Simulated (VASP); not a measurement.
AgCl, 2 atoms in the cell. It takes space group Fm-3m (No. 225, cubic). The conventional cell has a = 5.546 Å, b = 5.546 Å, c = 5.546 Å, α = 90.00°, β = 90.00°, γ = 90.00°. Ag (site symmetry m-3m) has 6 Cl at 2.77 Å within 3.7 Å. Cl (site symmetry m-3m) has 6 Ag at 2.77 Å within 3.7 Å. 

```yaml
Program: VASP 6.6.1
Task: single point
Functional: PBE
Potentials_or_basis: VASP PAW PBE potentials, release 64 (Ag, Cl)
Cutoff: 520 eV
k_mesh: 8 × 8 × 8
Occupations: fermi-dirac, width 0.02 eV
Spin: no spin polarisation
Dipole_correction: no
Further_INCAR_settings: ALGO = Normal; EDIFF = 1e-06; NBANDS = 16
```

Potentials or basis: VASP PAW PBE potentials, release 64 (Ag, Cl).

Run with:

```bash
$ cat potpaw_PBE.64/Ag/POTCAR potpaw_PBE.64/Cl/POTCAR > POTCAR
$ mpirun -np 1 vasp_std > vasp.out
```

Hardware: 1 thread of Intel Xeon 8259CL, on a shared host.

Problem. How long does it take, and how much memory?

Solution. Run time: 38 s on 1 thread of Intel Xeon 8259CL, with other jobs on the host, peak memory 0.18 GiB. Counts: scf iterations 12, k points 29.
